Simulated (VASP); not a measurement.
Here is a VASP 6.6.1 calculation.

The input INCAR:

```
SYSTEM = Al2O3
AGGAC = 1.0
AGGAX = 1.0
ALDAC = 0.0
ALDAX = 1.0
ALGO = Normal
EDIFF = 1E-7
ENCUT = 520
GGA = B5
ISIF = 2
ISMEAR = -1
IVDW = 12
LASPH = .TRUE.
LCHARG = .FALSE.
LREAL = .FALSE.
LWAVE = .FALSE.
NBANDS = 35
NELM = 60
PREC = Accurate
SIGMA = 0.05
VDW_A1 = 0.4298
VDW_A2 = 4.2359
VDW_S6 = 1.0
VDW_S8 = 2.6996
```

The input KPOINTS:

```
k-points
0
G
  7 7 7
  0 0 0
```

Contents of POSCAR:

```
Al2O3
1.0
    2.3802500000      1.3742379782      4.3318666667
   -2.3802500000      1.3742379782      4.3318666667
    0.0000000000     -2.7484759565      4.3318666667
Al O
4 6
Direct
    0.8521600000      0.8521600000      0.8521600000
    0.6478400000      0.6478400000      0.6478400000
    0.1478400000      0.1478400000      0.1478400000
    0.3521600000      0.3521600000      0.3521600000
    0.0566800000      0.7500000000      0.4433200000
    0.7500000000      0.4433200000      0.0566800000
    0.4433200000      0.0566800000      0.7500000000
    0.9433200000      0.2500000000      0.5566800000
    0.2500000000      0.5566800000      0.9433200000
    0.5566800000      0.9433200000      0.2500000000
```

Potentials or basis: VASP PAW PBE potentials, release 64 (Al, O).

Launch:

```sh
$ cat potpaw_PBE.64/Al/POTCAR potpaw_PBE.64/O/POTCAR > POTCAR
$ mpirun -np 1 vasp_std > vasp.out
```

(1) Predict the largest force.

(2) What does it give for the pressure?

(3) Predict the band gap on the k mesh.

Results:

(1) 0.026 eV/Å.

(2) 2.1 GPa.

(3) 6.48 eV.

Caveat: the PAW data sets were made with another functional, which shifts forces and pressure a little.
